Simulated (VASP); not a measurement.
## Rh: relaxation of cell and atoms with LDA

The system is Rh.

```
Rh
1.0
     2.69175    0.00000    0.00000
    -1.34587    2.33112    0.00000
     0.00000    0.00000    8.79807
Rh
4
Cartesian
  0.0000 0.0000 0.0000
  0.0000 0.0000 4.3990
  0.0000 1.5541 2.1995
  1.3459 0.7770 6.5986
```

```json
{
  "Program": "VASP 6.6.1",
  "Task": "relaxation of cell and atoms",
  "Functional": "LDA",
  "Potentials or basis": "VASP PAW LDA potentials, release 64 (Rh_pv)",
  "Cutoff": "600 eV",
  "k mesh": "10 × 10 × 3",
  "Occupations": "fermi-dirac, width 0.1 eV",
  "Spin": "no spin polarisation",
  "Dipole correction": "no",
  "Further INCAR settings": "ALGO = Normal; EDIFF = 1e-07; IBRION = 2; EDIFFG = -0.005; NSW = 50; ISIF = 3"
}
```

The relaxed volume is 13.29 Å³/atom. The relaxed cell is a = 2.657 Å, b = 2.657 Å, c = 8.693 Å, α = 90.00°, β = 90.00°, γ = 120.00°. The space group after relaxing (to 0.05 Å) is P6_3/mmc (No. 194). The energy gained by relaxing is 17.9 meV/atom. The ionic steps are 9, the pressure after relaxing is 0.0 GPa and the band gap on the k mesh is zero (band 30 reaches 13.26 eV, above the bottom of band 31 at 11.30 eV).

The path:
| step | energy change (eV) | largest force (eV/Å) | pressure (GPa) | volume (Å³) |
| --- | --- | --- | --- | --- |
| 1 | 0.0000 | 0.0000 | -10.79 | 55.21 |
| 2 | 0.5058 | 0.0000 | 40.49 | 48.11 |
| 3 | -0.0715 | 0.0000 | -0.46 | 53.24 |
| 4 | -0.0716 | 0.0000 | -0.07 | 53.17 |
| 5 | -0.0715 | 0.0000 | 0.16 | 53.13 |
| 6 | -0.0715 | 0.0000 | -0.35 | 53.22 |
| 7 | -0.0716 | 0.0000 | -0.05 | 53.17 |
| 8 | -0.0716 | 0.0000 | -0.03 | 53.16 |
| 9 | -0.0716 | 0.0000 | 0.01 | 53.16 |

Final structure:
```
Rh
1.0
     2.65716    0.00000    0.00000
    -1.32858    2.30116    0.00000
     0.00000    0.00000    8.69327
Rh
4
Direct
  0.00000 0.00000 0.00000
  0.00000 0.00000 0.50000
  0.33333 0.66667 0.25000
  0.66667 0.33333 0.75000
```

Levels at points of the mesh, in eV from the Fermi level:
```tsv
k point	band 27	band 28	band 29	band 30	band 31	band 32
(0.00, 0.00, 0.00)	-2.83	-1.54	-1.54	-0.91	-0.91	-0.38
(0.50, 0.00, 0.00)	0.59	0.62	0.70	0.87	0.87	0.91
```

It took 3.3 min on 1 thread of AMD EPYC 9R45 96-Core Processor (Zen 5), with other jobs on the host, peak memory 0.17 GiB.
